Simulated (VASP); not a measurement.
# MgO (Pm-3m) in VASP: a series of runs

The runs below take MgO through single point, with r2SCAN.

Program: VASP 6.6.1. These are calculated values, not measurements. Logs are shortened: lines on timing, memory, paths and dates and some standing lists are left out, and cuts for length are marked.

## (1) The cell of the first run

Symmetry: Pm-3m, No. 221, cubic system. The conventional cell has a = 2.436 Å, b = 2.436 Å, c = 2.436 Å, α = 90.00°, β = 90.00°, γ = 90.00°. Mg (site symmetry m-3m) has 8 O at 2.11 Å and 6 Mg at 2.44 Å within 2.8 Å. O (site symmetry m-3m) has 8 Mg at 2.11 Å and 6 O at 2.44 Å within 2.8 Å.

## (2) Single point, r2SCAN (volume scaled by 0.800)

POSCAR

```
MgO
1.0
    2.4357704171      0.0000000000      0.0000000000
    0.0000000000      2.4357704171      0.0000000000
    0.0000000000      0.0000000000      2.4357704171
Mg O
1 1
Direct
    0.0000000000      0.0000000000      0.0000000000
    0.5000000000      0.5000000000      0.5000000000
```

INCAR.step1

```
PREC     = Accurate       # precision mode
ENCUT    = 520            # plane-wave cutoff, eV
ISMEAR   = 0              # smearing method
SIGMA    = 0.05           # smearing width, eV
LREAL    = False          # projectors in reciprocal space
LASPH    = True           # aspherical terms in the spheres
NELM     = 80             # most SCF steps
NBANDS   = 11             # bands
GGA      = PE             # functional
ALGO     = Normal         # electronic algorithm
EDIFF    = 1E-4           # SCF threshold, eV
LWAVE    = True           # write WAVECAR
LCHARG   = False          # write CHGCAR
```

INCAR.step2

```
PREC     = Accurate       # precision mode
ENCUT    = 520            # plane-wave cutoff, eV
EDIFF    = 1E-6           # SCF threshold, eV
ISMEAR   = 0              # smearing method
SIGMA    = 0.05           # smearing width, eV
LREAL    = False          # projectors in reciprocal space
LASPH    = True           # aspherical terms in the spheres
NELM     = 80             # most SCF steps
ALGO     = Normal         # electronic algorithm
ISIF     = 2              # what is computed and relaxed
LWAVE    = False          # write WAVECAR
LCHARG   = False          # write CHGCAR
METAGGA  = R2SCAN         # meta-GGA
LMIXTAU  = True         
NBANDS   = 11             # bands
ISTART   = 1
```

KPOINTS

```
Automatic mesh
0
Gamma
  10 10 10
```

Potentials or basis: VASP PAW PBE potentials, release 64 (Mg, O).

Command:

```console
> cat potpaw_PBE.64/Mg/POTCAR potpaw_PBE.64/O/POTCAR > POTCAR
> cp INCAR.step1 INCAR
> mpirun -np 1 vasp_std > vasp.out
> cp INCAR.step2 INCAR
> mpirun -np 1 vasp_std > vasp.out
```

OUTCAR:

```text
PREC = Accurate
   ENCUT = 520
   EDIFF = 1E-6
   ISMEAR = 0
   LREAL = False
   LASPH = True
   NELM = 80
   ISIF = 2
   METAGGA = R2SCAN
   ISTART = 1

 ion  position               nearest neighbor table
   1  0.000  0.000  0.000-   2 2.11   2 2.11   2 2.11   2 2.11   2 2.11   2 2.11   2 2.11   2 2.11

   2  0.500  0.500  0.500-   1 2.11   1 2.11   1 2.11   1 2.11   1 2.11   1 2.11   1 2.11   1 2.11

  LATTYP: Found a simple cubic cell.
 ALAT       =     2.4357704171

  Lattice vectors:

 A1 = (   2.4357704171,   0.0000000000,   0.0000000000)
 A2 = (   0.0000000000,   2.4357704171,   0.0000000000)
 A3 = (   0.0000000000,   0.0000000000,   2.4357704171)

Analysis of symmetry for initial positions (statically):
=====================================================================
 Subroutine PRICEL returns:
 Original cell was already a primitive cell.

 Routine SETGRP: Setting up the symmetry group for a
 simple cubic supercell.

 Subroutine GETGRP returns: Found 48 space group operations
 (whereof 48 operations were pure point group operations)
 out of a pool of 48 trial point group operations.

The static configuration has the point symmetry O_h .

Analysis of symmetry for dynamics (positions and initial velocities):
=====================================================================
 Subroutine PRICEL returns:
 Original cell was already a primitive cell.

 Routine SETGRP: Setting up the symmetry group for a
 simple cubic supercell.

 Subroutine GETGRP returns: Found 48 space group operations
 (whereof 48 operations were pure point group operations)
 out of a pool of 48 trial point group operations.

The dynamic configuration has the point symmetry O_h .

 Subroutine INISYM returns: Found 48 space group operations
 (whereof 48 operations are pure point group operations),
 and found     1 'primitive' translations

----------------------------------------------------------------------------------------

                                     Primitive cell

  volume of cell :      14.4514

  direct lattice vectors                    reciprocal lattice vectors
     2.435770417  0.000000000  0.000000000     0.410547724  0.000000000  0.000000000
     0.000000000  2.435770417  0.000000000     0.000000000  0.410547724  0.000000000
     0.000000000  0.000000000  2.435770417     0.000000000  0.000000000  0.410547724

  length of vectors
     2.435770417  2.435770417  2.435770417     0.410547724  0.410547724  0.410547724

  position of ions in fractional coordinates (direct lattice)
     0.000000000  0.000000000  0.000000000
     0.500000000  0.500000000  0.500000000

  ion indices of the primitive-cell ions
   primitive index   ion index
                 1           1
                 2           2

----------------------------------------------------------------------------------------

 KPOINTS: Automatic mesh

Automatic generation of k-mesh.
 Grid dimensions read from file:
 generate k-points for:   10   10   10

 Generating k-lattice:

  Cartesian coordinates                     Fractional coordinates (reciprocal lattice)
     0.041054772  0.000000000  0.000000000     0.100000000  0.000000000  0.000000000
     0.000000000  0.041054772  0.000000000     0.000000000  0.100000000  0.000000000
     0.000000000  0.000000000  0.041054772     0.000000000  0.000000000  0.100000000

  Length of vectors
     0.041054772  0.041054772  0.041054772

  Shift w.r.t. Gamma in fractional coordinates (k-lattice)
     0.000000000  0.000000000  0.000000000

 Subroutine IBZKPT returns following result:
 ===========================================

 Found     56 irreducible k-points:

 Following reciprocal coordinates:
            Coordinates               Weight
  0.000000  0.000000  0.000000      1.000000
  0.100000  0.000000  0.000000      6.000000
  0.200000  0.000000  0.000000      6.000000
  0.300000  0.000000  0.000000      6.000000
  0.400000  0.000000  0.000000      6.000000
  0.500000  0.000000  0.000000      3.000000
[... 16 lines left out ...]
  0.200000  0.100000  0.100000     24.000000
  0.300000  0.100000  0.100000     24.000000
 [... further k-points ...]
   k-points           NKPTS =     56   k-points in BZ     NKDIM =     56   number of bands    NBANDS=     11
   number of dos      NEDOS =    301   number of ions     NIONS =      2
   total plane-waves  NPLWV =   5832
   dimension x,y,z NGX =    18 NGY =   18 NGZ =   18
   dimension x,y,z NGXF=    36 NGYF=   36 NGZF=   36
   ions per type =               1   1
   NGX,Y,Z   is equivalent  to a cutoff of  12.29, 12.29, 12.29 a.u.
   NGXF,Y,Z  is equivalent  to a cutoff of  24.57, 24.57, 24.57 a.u.
 SYSTEM =  unknown system
   PREC   = accura    normal or accurate (medium, high low for compatibility)
   ISTART =      1    job   : 0-new  1-cont  2-samecut
   ICHARG =      0    charge: 1-file 2-atom 10-const
   ISPIN  =      1    spin polarized calculation?
   LNONCOLLINEAR =      F non collinear calculations
   LSORBIT =      F    spin-orbit coupling
   LASPH  =      T    aspherical Exc in radial PAW
   ENCUT  =  520.0 eV  38.22 Ry    6.18 a.u.   4.53  4.53  4.53*2*pi/ulx,y,z
   NELM   =     80;   NELMIN=  2; NELMDL=  0     # of ELM steps
   EDIFF  = 0.1E-05   stopping-criterion for ELM
   LREAL  =      F    real-space projection
   EDIFFG = 0.1E-04   stopping-criterion for IOM
   NSW    =      0    number of steps for IOM
   IBRION =     -1    ionic relax: 0-MD 1-quasi-New 2-CG
   NFREE  =      0    steps in history (QN), initial steepest desc. (CG)
   ISIF   =      2    stress and relaxation
   ISYM   =      2    0-nonsym 1-usesym 2-fastsym
   POTIM  = 0.5000    time-step for ionic-motion
   TEBEG  =    0.0;   TEEND  =   0.0 temperature during run
   PSTRESS=    0.0 pullay stress
   NELECT =       8.0000    total number of electrons
   NUPDOWN=      -1.0000    fix difference up-down
   EMIN   =  10.00;   EMAX   =-10.00  energy-range for DOS
   EFERMI =   0.00;   METHOD = LEGACY
   ISMEAR =     0;   SIGMA  =   0.05  broadening in eV -4-tet -1-fermi 0-gaus
   EFERMI_NEDOS =   21; number of points for ismear=-14 and -15
   IALGO  =     38    algorithm
   IMIX   =      4    mixing-type and parameters
     AMIX     =   0.40;   BMIX     =  1.00
     AMIX_MAG =   1.60;   BMIX_MAG =  1.00
  volume/ion in A,a.u.               =       7.23        48.76
  Fermi-wavevector in a.u.,A,eV,Ry     =   1.344214  2.540196 24.584527  1.806912
  Thomas-Fermi vector in A             =   2.472226
   LORBIT       =      0    0 simple, 1 ext, 2 COOP (PROOUT), +10 PAW based schemes
   METAGGA = R2SCAN    functional components
   LHFCALC =     F    Hartree Fock is set to
   AEXX    =    0.0000 exact exchange contribution
   IVDW    =     0    specifies the selected vdW correction
   LEPSILON=     F    determine dielectric tensor
   LRPA    =     F    only Hartree local field effects (RPA)
 non-spin polarized calculation
 Gauss-broadening in eV      SIGMA  =   0.05
  energy-cutoff  :      520.00
  volume of cell :       14.45
 maximum number of plane-waves:       405
   NGX =  9   NGY =  9   NGZ =  9

 number of electron       7.9999992 magnetization

 Free energy of the ion-electron system (eV)
  ---------------------------------------------------
  ext. energy  EPLUGINS =         0.00000000
  ---------------------------------------------------
  free energy    TOTEN  =       -14.03604020 eV

  energy without entropy =      -14.03604020  energy(sigma->0) =      -14.03604020

 E-fermi :   7.4620     XC(G=0): -13.0882

 val. band max:        7.0977493999   @ k =   0.5000   0.5000   0.0000
 cond. band min:      13.1093027908   @ k =   0.0000   0.0000   0.0000
 fundamental gap:      6.0115533909
 Fermi energy:         7.4619717299

 k-point     1 :       0.0000    0.0000    0.0000
  band No.  band energies     occupation
      1     -14.2421      2.00000
      2       5.7608      2.00000
      3       5.7608      2.00000
      4       5.7608      2.00000
      5      13.1093      0.00000
      6      18.9426      0.00000
      7      18.9426      0.00000
      8      33.1759      0.00000
      9      33.1759      0.00000
     10      33.1759      0.00000
     11      39.3620      0.00000

 k-point     2 :       0.1000    0.0000    0.0000
  band No.  band energies     occupation
      1     -14.1022      2.00000
      2       4.8422      2.00000
      3       5.8088      2.00000
      4       5.8088      2.00000
      5      13.6525      0.00000
      6      19.1966      0.00000
      7      19.4618      0.00000
      8      32.8096      0.00000
      9      32.8096      0.00000
     10      33.2415      0.00000
     11      38.3474      0.00000

 k-point     3 :       0.2000    0.0000    0.0000
  band No.  band energies     occupation
      1     -13.7111      2.00000
      2       2.9070      2.00000
      3       5.9372      2.00000
      4       5.9372      2.00000
      5      14.7112      0.00000
      6      19.9557      0.00000
      7      20.5117      0.00000
      8      31.7617      0.00000
      9      31.7617      0.00000
     10      33.8369      0.00000
     11      35.7192      0.00000
[... 267 lines left out ...]
 k-point    23 :       0.2000    0.1000    0.1000
  band No.  band energies     occupation
      1     -13.4527      2.00000
      2       3.0859      2.00000
      3       5.1120      2.00000
      4       5.3036      2.00000
      5      15.6665      0.00000
      6      20.4864      0.00000
      7      20.8242      0.00000
      8      30.0415      0.00000
      9      31.1282      0.00000
     10      33.6567      0.00000
     11      34.9050      0.00000

 k-point    24 :       0.3000    0.1000    0.1000
  band No.  band energies     occupation
      1     -12.9286      2.00000
      2       1.1928      2.00000
      3       5.3694      2.00000
      4       5.5181      2.00000
      5      16.7121      0.00000
      6      21.0409      0.00000
      7      21.2165      0.00000
      8      29.1244      0.00000
      9      29.5252      0.00000
     10      33.3014      0.00000
     11      33.8223      0.00000

 [... further k-points ...]

------------------------ aborting loop because EDIFF is reached ----------------------------------------

  FORCE on cell =-STRESS in cart. coord.  units (eV):
  Direction    XX          YY          ZZ          XY          YZ          ZX
  --------------------------------------------------------------------------------------
  -------------------------------------------------------------------------------------
  Total        4.8647726      4.8647726      4.8647726     -0.0000000      0.0000000     -0.0000000
  in kB      539.3417900    539.3417900    539.3417900     -0.0000000      0.0000000     -0.0000000
  external PRESSURE =     539.3417900 kB  Pullay stress =       0.0000000 kB

 VOLUME and BASIS-vectors are now :
 -----------------------------------------------------------------------------
  energy-cutoff  :      520.00
  volume of cell :       14.45
      direct lattice vectors                 reciprocal lattice vectors
     2.435770417  0.000000000  0.000000000     0.410547724  0.000000000  0.000000000
     0.000000000  2.435770417  0.000000000     0.000000000  0.410547724  0.000000000
     0.000000000  0.000000000  2.435770417     0.000000000  0.000000000  0.410547724

 POSITION                                       TOTAL-FORCE (eV/Angst)
 -----------------------------------------------------------------------------------
      0.00000      0.00000      0.00000         0.000000      0.000000      0.000000
      1.21789      1.21789      1.21789         0.000000      0.000000      0.000000
 -----------------------------------------------------------------------------------
    total drift:                                0.000000     -0.000000      0.000000

  FREE ENERGIE OF THE ION-ELECTRON SYSTEM (eV)
  ---------------------------------------------------
  free  energy   TOTEN  =       -14.0360402008 eV

  energy  without entropy=      -14.0360402008  energy(sigma->0) =      -14.03604020
```

It took 18 s on 1 thread of Intel Xeon 6975P-C (Granite Rapids), shared host; peak memory 0.13 GiB.

Results:

```
Free energy            : -14.0360 eV
Pressure               : 53.9 GPa
Band gap on the k mesh : 6.01 eV, indirect (least direct gap 6.77 eV)
```

Caveat: the PAW data sets were made with another functional, which shifts forces and pressure a little.

(Part 1 of 2 ends here.)
